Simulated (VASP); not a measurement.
CdIn, 2 atoms in the cell. Symmetry: P-6m2, No. 187, hexagonal system. Conventional cell: a = 3.035 Å, b = 3.035 Å, c = 5.903 Å, α = 90.00°, β = 90.00°, γ = 120.00°. Cd (site symmetry -6m2) has 6 Cd at 3.04 Å and 6 In at 3.43 Å within 4.0 Å. In (site symmetry -6m2) has 6 In at 3.04 Å and 6 Cd at 3.43 Å within 4.0 Å.  This cell differs from its parent crystal: biaxial strain in the a-b plane: -3.0 %.

```yaml
Program: VASP 6.6.1
Task: single point
Functional: r2SCAN
Potentials_or_basis: VASP PAW PBE potentials, release 64 (Cd, In_d)
Cutoff: 520 eV
k_mesh: 15 × 15 × 8
Occupations: gaussian, width 0.1 eV
Spin: no spin polarisation
Dipole_correction: no
Further_INCAR_settings: ALGO = Normal; EDIFF = 1e-06; NBANDS = 20
```

Potentials or basis: VASP PAW PBE potentials, release 64 (Cd, In_d).

Command:

```console
$ cat potpaw_PBE.64/Cd/POTCAR potpaw_PBE.64/In_d/POTCAR > POTCAR
$ cp INCAR.step1 INCAR
$ mpirun -np 1 vasp_std > vasp.out
$ cp INCAR.step2 INCAR
$ mpirun -np 1 vasp_std > vasp.out
```

Hardware: 1 thread of Intel(R) Xeon(R) Platinum 8488C (Sapphire Rapids), with other jobs on the host.

Q: How long does it take, and how much memory?

A: Run time: 2.9 min on 1 thread of Intel(R) Xeon(R) Platinum 8488C (Sapphire Rapids) (shared host), peak memory 0.26 GiB. Counts: k points 135.
